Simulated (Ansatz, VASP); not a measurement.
Two plane-wave programs on WSe2

File INCAR:

```
PREC     = Accurate       # precision mode
ENCUT    = 520            # plane-wave cutoff, eV
EDIFF    = 1E-6           # SCF threshold, eV
ISMEAR   = 0              # smearing method
SIGMA    = 0.02           # smearing width, eV
LREAL    = F              # projectors in reciprocal space
LASPH    = T              # aspherical terms in the spheres
NELM     = 100            # most SCF steps
ALGO     = Normal         # electronic algorithm
ISIF     = 2              # what is computed and relaxed
LWAVE    = F              # write WAVECAR
LCHARG   = F              # write CHGCAR
GGA      = PS             # functional
NBANDS   = 20             # bands
```

Contents of KPOINTS:

```
regular mesh
0
Gamma
  12 12 2
```

Contents of POSCAR:

```
WSe2
1.0
    3.1394425716      0.0000000000      0.0000000000
   -1.5697212858      2.7188370207      0.0000000000
    0.0000000000      0.0000000000     17.0617409534
W Se
1 2
Direct
    0.0000000000      0.0000000000      0.0000000000
    0.3333333333      0.6666666667      0.1010910841
    0.3333333333      0.6666666667      0.8989089159
```

Input for Ansatz:

```yaml
crystal:
  lattice:
    - [3.1394425716, 0.0, 0.0]
    - [-1.5697212858, 2.7188370207, 0.0]
    - [0.0, 0.0, 17.0617409534]
  atoms:
    - { symbol: W, position: [0.0, 0.0, 0.0] }
    - { symbol: Se, position: [0.3333333333, 0.6666666667, 0.1010910841] }
    - { symbol: Se, position: [0.3333333333, 0.6666666667, 0.8989089159] }
basis:
  ecutwfc: 420
kpoints:
  mp_grid: { grid: [12, 12, 2] }
  band_path: { path: [VBM, CBM], npoints: 2 }
hamiltonian:
  xc: pbesol
scf:
  occupations: { method: gaussian, width: 0.02 }
output:
  forces: true
  stress: true
  eigenvalues: true
checkpoint:
  read: start.run
  write: ck
  compress: false
  write_wavefunctions: false
  write_every: 100000
```

Alike in both runs: task single point; functional PBEsol; k mesh 12 × 12 × 2; occupations gaussian, width 0.02 eV; no spin polarisation.

```csv
,VASP,Ansatz
version,VASP 6.6.1,Ansatz 0.2.0
potentials or method,"VASP PAW PBE potentials, release 64 (W_sv, Se), cutoff 520 eV","scalar-relativistic, plane waves, PAW"
valence electrons in the cell,26,46
```

```tsv
	VASP	Ansatz	Ansatz less VASP
gap on the k mesh at the Fermi level (eV)	1.45	1.45	-0.002
least direct gap on the mesh (eV)	2.14	2.14	-0.001
rms of the force components (eV/Å)	0.033	0.000	-0.0321
```

VASP's potentials were made for PBE, not for PBEsol. Atom by atom the forces differ by 0.033 eV/Å (rms over components). VASP's potentials hold 26 valence electrons a cell and Ansatz's 46, so a difference there can come from the potentials and not from the codes.

Neither program's run includes spin-orbit coupling.
